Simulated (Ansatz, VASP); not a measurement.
# One calculation of ZnO, two programs

```xyz
2
Lattice="0.0000 2.0610 2.0610 2.0610 0.0000 2.0610 2.0610 2.0610 0.0000" Properties=species:S:1:pos:R:3 pbc="T T T"
Zn    0.0000    0.0000    0.0000
O     2.0610    2.0610    2.0610
```

Change from the starting cell: strain -0.050 along x and y, -0.050 along z, atoms carried along.

Alike in both runs: task single point; functional LDA; k mesh 12 × 12 × 12; occupations gaussian, width 0.05 eV; no spin polarisation.

```csv
,VASP,Ansatz
version,VASP 6.6.1,Ansatz 0.2.0
potentials or method,"VASP PAW LDA potentials, release 64 (Zn, O), cutoff 520 eV","scalar-relativistic, plane waves, PAW"
valence electrons in the cell,18,18
```

|  | VASP | Ansatz | Ansatz less VASP |
| --- | --- | --- | --- |
| gap on the k mesh at the Fermi level (eV) | 1.45 | 1.46 | +0.006 |
| least direct gap on the mesh (eV) | 3.29 | 3.30 | +0.014 |
| pressure (GPa) | 17.9 | 15.7 | -2.20 |

LDA's correlation is that of Perdew and Zunger in VASP and of Perdew and Wang (1992) in Ansatz.
